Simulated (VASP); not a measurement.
Here is a VASP 6.6.1 calculation.

The input INCAR:

```
SYSTEM = InP3
ALGO = Normal
EDIFF = 1E-7
ENCUT = 520
GGA = PS
ISIF = 2
ISMEAR = 0
LASPH = .TRUE.
LCHARG = .FALSE.
LREAL = .FALSE.
LWAVE = .FALSE.
NBANDS = 38
NELM = 80
PREC = Accurate
SIGMA = 0.15
```

Contents of KPOINTS:

```
k-points
0
G
  6 6 6
  0 0 0
```

Contents of POSCAR:

```
InP3
1.0
    3.7149867624      2.1448486073      3.2301856673
   -3.7149867624      2.1448486073      3.2301856673
    0.0000000000     -4.2896972146      3.2301856673
In P
2 6
Direct
    0.2732788992      0.2732788992      0.2732788992
    0.7267211008      0.7267211008      0.7267211008
    0.7947108820      0.2411926338      0.7947108820
    0.7947108820      0.7947108820      0.2411926338
    0.2411926338      0.7947108820      0.7947108820
    0.2052891180      0.7588073662      0.2052891180
    0.7588073662      0.2052891180      0.2052891180
    0.2052891180      0.2052891180      0.7588073662
```

Potentials or basis: VASP PAW PBE potentials, release 64 (In_d, P).

Run with:

```console
$ cat potpaw_PBE.64/In_d/POTCAR potpaw_PBE.64/P/POTCAR > POTCAR
$ mpirun -np 1 vasp_std > vasp.out
```

Question: What does it give for the largest force?

Answer: 0.112 eV/Å.

Question: What does it give for the band gap on the k mesh?

Answer: Zero (bands 28 and 29 overlap by 0.47 eV).

Question: What does it give for the pressure?

Answer: 1.1 GPa.

Stress tensor (GPa, compression positive):
```
0.76 0.00 0.00
0.00 0.76 0.00
0.00 0.00 1.70
```

Caveat: the cell differs from its parent crystal (strain -0.0150 x Voigt [0, 0, 1, 0, 0, 0]); semilocal functionals underestimate gaps, so a narrow gap can read as zero; the PAW data sets were made with another functional, which shifts forces and pressure a little; spin-orbit coupling is left out, which moves the levels of the heavy elements.
